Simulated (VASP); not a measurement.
Set up this calculation in VASP 6.6.1, as the native input.

```
Task                   : relaxation of cell and atoms
Functional             : PBE
Potentials or basis    : VASP PAW PBE potentials, release 64 (Hf_pv, Cl)
Cutoff                 : 600 eV
k mesh                 : 3 × 3 × 3
Occupations            : gaussian, width 0.1 eV
Spin                   : no spin polarisation
Dipole correction      : no
Further INCAR settings : ALGO = Normal; EDIFF = 1e-06; IBRION = 2; EDIFFG = -0.04; NSW = 90; ISIF = 3
```

The structure of HfCl5 lies in POSCAR:

```
HfCl5
1.0
    3.2360496800      1.8683341500      4.5280817500
   -3.2360496800      1.8683341500      4.5280817500
    0.0000000000     -3.7366683100      4.5280817500
Hf Cl
1 5
Direct
    0.0000000000      0.0000000000      0.0000000000
    0.0000000000      0.0000000000      0.5000000000
    0.5000000000      0.0000000000      0.0000000000
    0.0000000000      0.5000000000      0.0000000000
    0.5688747600      0.5688747600      0.5688747600
    0.4311252400      0.4311252400      0.4311252400
```

The input as run:

INCAR

```
PREC = Accurate
ENCUT = 600
EDIFF = 1E-6
ISMEAR = 0
SIGMA = 0.1
LREAL = False
LASPH = True
NELM = 80
ALGO = Normal
ISIF = 3
LWAVE = False
LCHARG = False
GGA = PE
IBRION = 2
NSW = 90
EDIFFG = -0.04
```

KPOINTS

```
regular mesh
0
Gamma
  3 3 3
```

Potentials or basis: VASP PAW PBE potentials, release 64 (Hf_pv, Cl).

The run is started by

```bash
$ cat potpaw_PBE.64/Hf_pv/POTCAR potpaw_PBE.64/Cl/POTCAR > POTCAR
$ mpirun -np 1 vasp_std > vasp.out
```

Results of the run:

```
Relaxed volume                         : 22.60 Å³/atom
Relaxed cell                           : a = 5.170 Å, b = 5.170 Å, c = 5.170 Å, α = 83.32°, β = 83.32°, γ = 83.32°
Space group after relaxing (to 0.05 Å) : R-3m (No. 166)
Energy gained by relaxing              : 603.5 meV/atom
Ionic steps                            : 11
Pressure after relaxing                : 0.0 GPa
```

Caveat: the k points lie up to 0.41 Å⁻¹ apart in the final cell; the volume moved by over 15 % at a fixed basis, so the end points are rough; an odd number of electrons without spin polarisation forces a metal; a magnetic or distorted state may lie lower.

Run time: 2 min on 1 thread of Intel(R) Xeon(R) 6975P-C (Granite Rapids), on a shared host, peak memory 0.35 GiB.
